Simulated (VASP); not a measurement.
# Ti in VASP: single point with PBE

Aim: the single point of Ti with PBE.

All numbers are computed with VASP 6.6.1; they aren't measurements. Logs are shortened: lines on timing, memory, paths and dates and some standing lists are left out, and cuts for length are marked.

## Step 1: The cell of the first run

The cell holds a slab with vacuum, 7 atoms: a = 2.950 Å, b = 2.950 Å, c = 29.058 Å, α = 90.00°, β = 90.00°, γ = 120.00°.

## Step 2: Single point, PBE

The input, INCAR:

```
SYSTEM = Ti
PREC = Accurate ; ENCUT = 520
EDIFF = 1E-6 ; ISMEAR = -1
SIGMA = 0.05 ; LREAL = .FALSE.
LASPH = .TRUE. ; NELM = 60
ALGO = Normal ; ISIF = 2
LWAVE = .FALSE. ; LCHARG = .FALSE.
LDIPOL = .TRUE. ; IDIPOL = 3
DIPOL = 0.5 0.5 0.500 ; GGA = PE
NBANDS = 51
```

The input, KPOINTS:

```
regular mesh
0
G
  10 10 1
  0 0 0
```

The input, POSCAR:

```
Ti
1.0
    2.9499978604      0.0000000000      0.0000000000
   -1.4749989302      2.5547730882      0.0000000000
    0.0000000000      0.0000000000     29.0580000000
Ti
7
Direct
    0.6666666667      0.3333333334      0.2581044807
    0.3333333333      0.6666666666      0.3387363205
    0.6666666667      0.3333333334      0.4193681602
    0.3333333333      0.6666666666      0.5000000000
    0.6666666667      0.3333333334      0.5806318398
    0.3333333333      0.6666666666      0.6612636795
    0.6666666667      0.3333333334      0.7418955193
```

Potentials or basis: VASP PAW PBE potentials, release 64 (Ti_sv).

Run with:

```sh
$ cat potpaw_PBE.64/Ti_sv/POTCAR > POTCAR
$ mpirun -np 1 vasp_std > vasp.out
```

OUTCAR:

```text
SYSTEM = Ti
   PREC = Accurate
   ENCUT = 520
   EDIFF = 1E-6
   ISMEAR = -1
   LREAL = .FALSE.
   LASPH = .TRUE.
   NELM = 60
   ISIF = 2
   GGA = PE

 ion  position               nearest neighbor table
   1  0.667  0.333  0.258-   2 2.90   2 2.90   2 2.90
   2  0.333  0.667  0.339-   3 2.90   3 2.90   3 2.90   1 2.90   1 2.90   1 2.90
   3  0.667  0.333  0.419-   2 2.90   2 2.90   2 2.90   4 2.90   4 2.90   4 2.90
   4  0.333  0.667  0.500-   3 2.90   5 2.90   3 2.90   5 2.90   3 2.90   5 2.90
   5  0.667  0.333  0.581-   6 2.90   6 2.90   6 2.90   4 2.90   4 2.90   4 2.90
   6  0.333  0.667  0.661-   5 2.90   5 2.90   5 2.90   7 2.90   7 2.90   7 2.90
   7  0.667  0.333  0.742-   6 2.90   6 2.90   6 2.90

  LATTYP: Found a hexagonal cell.
 ALAT       =     2.9499978604
 C/A-ratio  =     9.8501766357

  Lattice vectors:

 A1 = (   2.9499978604,   0.0000000000,   0.0000000000)
 A2 = (  -1.4749989302,   2.5547730882,   0.0000000000)
 A3 = (   0.0000000000,   0.0000000000,  29.0580000000)

Analysis of symmetry for initial positions (statically):
=====================================================================
 Subroutine PRICEL returns:
 Original cell was already a primitive cell.

 Routine SETGRP: Setting up the symmetry group for a
 hexagonal supercell.

 Subroutine GETGRP returns: Found 12 space group operations
 (whereof 12 operations were pure point group operations)
 out of a pool of 24 trial point group operations.

The static configuration has the point symmetry D_3h.

Analysis of symmetry for dynamics (positions and initial velocities):
=====================================================================
 Subroutine PRICEL returns:
 Original cell was already a primitive cell.

 Routine SETGRP: Setting up the symmetry group for a
 hexagonal supercell.

 Subroutine GETGRP returns: Found 12 space group operations
 (whereof 12 operations were pure point group operations)
 out of a pool of 24 trial point group operations.

The dynamic configuration has the point symmetry D_3h.

 Subroutine INISYM returns: Found 12 space group operations
 (whereof 12 operations are pure point group operations),
 and found     1 'primitive' translations

----------------------------------------------------------------------------------------

                                     Primitive cell

  volume of cell :     218.9978

  direct lattice vectors                    reciprocal lattice vectors
     2.949997860  0.000000000  0.000000000     0.338983297  0.195712098  0.000000000
    -1.474998930  2.554773088  0.000000000     0.000000000  0.391424195  0.000000000
     0.000000000  0.000000000 29.058000000     0.000000000  0.000000000  0.034413931

  length of vectors
[... 91 lines left out ...]
   PSTRESS=    0.0 pullay stress
   NELECT =      84.0000    total number of electrons
   NUPDOWN=      -1.0000    fix difference up-down
   EMIN   =  10.00;   EMAX   =-10.00  energy-range for DOS
   EFERMI =   0.00;   METHOD = LEGACY
   ISMEAR =    -1;   SIGMA  =   0.05  broadening in eV -4-tet -1-fermi 0-gaus
   EFERMI_NEDOS =   21; number of points for ismear=-14 and -15
   IALGO  =     38    algorithm
   IMIX   =      4    mixing-type and parameters
     AMIX     =   0.40;   BMIX     =  1.00
     AMIX_MAG =   1.60;   BMIX_MAG =  1.00
  volume/ion in A,a.u.               =      31.29       211.12
  Fermi-wavevector in a.u.,A,eV,Ry     =   1.189473  2.247778 19.250156  1.414847
  Thomas-Fermi vector in A             =   2.325580
   LORBIT       =      0    0 simple, 1 ext, 2 COOP (PROOUT), +10 PAW based schemes
   GGA     = PE    functional components
[... 5 lines left out ...]
 non-spin polarized calculation
  energy-cutoff  :      520.00
  volume of cell :      219.00
 maximum number of plane-waves:      6013
 NGX is ok and might be reduce to    24
   NGX = 11   NGY = 11   NGZ =109

 number of electron      83.9999995 magnetization

 dipolmoment           0.000000      0.000000     -0.000000 electrons x Angstroem

 Free energy of the ion-electron system (eV)
  ---------------------------------------------------
  ext. energy  EPLUGINS =         0.00000000
  ---------------------------------------------------
  free energy    TOTEN  =       -52.91383493 eV

  energy without entropy =      -52.82026040  energy(sigma->0) =      -52.86704767

 E-fermi :   2.7917     XC(G=0):  -7.1642

 val. band max:        2.7726768757   @ k =   0.1000   0.1000   0.0000
 cond. band min:       2.8301343926   @ k =   0.2000   0.0000   0.0000
 fundamental gap:      0.0574575169
 Fermi energy:         2.7916813645

 k-point     1 :       0.0000    0.0000    0.0000
  band No.  band energies     occupation
      1     -54.1950      2.00000
      2     -54.1950      2.00000
      3     -54.0735      2.00000
      4     -54.0276      2.00000
      5     -54.0053      2.00000
      6     -53.9636      2.00000
[... 745 lines left out ...]
     50       3.1864      0.00075
     51       4.1911      0.00000

------------------------ aborting loop because EDIFF is reached ----------------------------------------

 vacuum level on the upper side and lower side of the slab       (xc-potential included)        -0.221        -0.221

  FORCE on cell =-STRESS in cart. coord.  units (eV):
  Direction    XX          YY          ZZ          XY          YZ          ZX
  --------------------------------------------------------------------------------------
  -------------------------------------------------------------------------------------
  Total       -2.7928813     -2.7928813     -3.6436077      0.0000000      0.0000000      0.0000000
  in kB      -20.4325850    -20.4325850    -26.6564578      0.0000000      0.0000000      0.0000000
  external PRESSURE =     -22.5072093 kB  Pullay stress =       0.0000000 kB

 VOLUME and BASIS-vectors are now :
 -----------------------------------------------------------------------------
  energy-cutoff  :      520.00
  volume of cell :      219.00
      direct lattice vectors                 reciprocal lattice vectors
     2.949997860  0.000000000  0.000000000     0.338983297  0.195712098  0.000000000
    -1.474998930  2.554773088  0.000000000     0.000000000  0.391424195  0.000000000
     0.000000000  0.000000000 29.058000000     0.000000000  0.000000000  0.034413931

 POSITION                                       TOTAL-FORCE (eV/Angst)
 -----------------------------------------------------------------------------------
      1.47500      0.85159      7.50000        -0.000000      0.000000      0.635682
     -0.00000      1.70318      9.84300         0.000000      0.000000     -0.609344
      1.47500      0.85159     12.18600         0.000000     -0.000000      0.080672
     -0.00000      1.70318     14.52900        -0.000000      0.000000      0.000000
      1.47500      0.85159     16.87200         0.000000     -0.000000     -0.080672
     -0.00000      1.70318     19.21500         0.000000      0.000000      0.609344
      1.47500      0.85159     21.55800        -0.000000      0.000000     -0.635682
 -----------------------------------------------------------------------------------
    total drift:                               -0.000000     -0.000000      0.000000

  FREE ENERGIE OF THE ION-ELECTRON SYSTEM (eV)
  ---------------------------------------------------
  free  energy   TOTEN  =       -52.9138349276 eV

  energy  without entropy=      -52.8202604050  energy(sigma->0) =      -52.86704767

 vacuum level on the upper side and lower side of the slab         7.038         7.038
```

OSZICAR:

```text
N       E                     dE             d eps       ncg     rms          rms(c)
DAV:   1     0.114271294994E+04    0.11427E+04   -0.45952E+04  1564   0.184E+03
DAV:   2     0.100970838174E+03   -0.10417E+04   -0.10275E+04  1428   0.582E+02
DAV:   3    -0.316598706039E+02   -0.13263E+03   -0.12853E+03  2275   0.181E+02
[... 22 lines left out ...]
DAV:  26    -0.529138158395E+02   -0.36140E-04   -0.28945E-06  1240   0.986E-03    0.478E-03
DAV:  27    -0.529138265926E+02   -0.10753E-04   -0.13903E-06   984   0.702E-03    0.129E-03
DAV:  28    -0.529138325870E+02   -0.59944E-05   -0.74245E-07   976   0.385E-03    0.911E-04
DAV:  29    -0.529138342902E+02   -0.17032E-05   -0.23577E-07   952   0.254E-03    0.650E-04
DAV:  30    -0.529138349276E+02   -0.63744E-06   -0.80959E-08   912   0.165E-03
   1 F= -.52913835E+02 E0= -.52867048E+02  d E =-.935745E-01
```

Run time: 4.6 min. Hardware: 1 thread of Intel Xeon Platinum 8488C (Sapphire Rapids), shared host; peak memory 0.4 GiB.

Results:

```
Free energy            : -52.9138 eV
Largest force          : 0.636 eV/Å
Band gap on the k mesh : zero (band 42 reaches 3.44 eV, above the bottom of band 43 at 2.37 eV)
```

Forces on the atoms (eV/Å):
```
Ti   0.000  0.000  0.636
Ti   0.000  0.000 -0.609
Ti   0.000  0.000  0.081
Ti   0.000  0.000  0.000
Ti   0.000  0.000 -0.081
Ti   0.000  0.000  0.609
Ti   0.000  0.000 -0.636
```
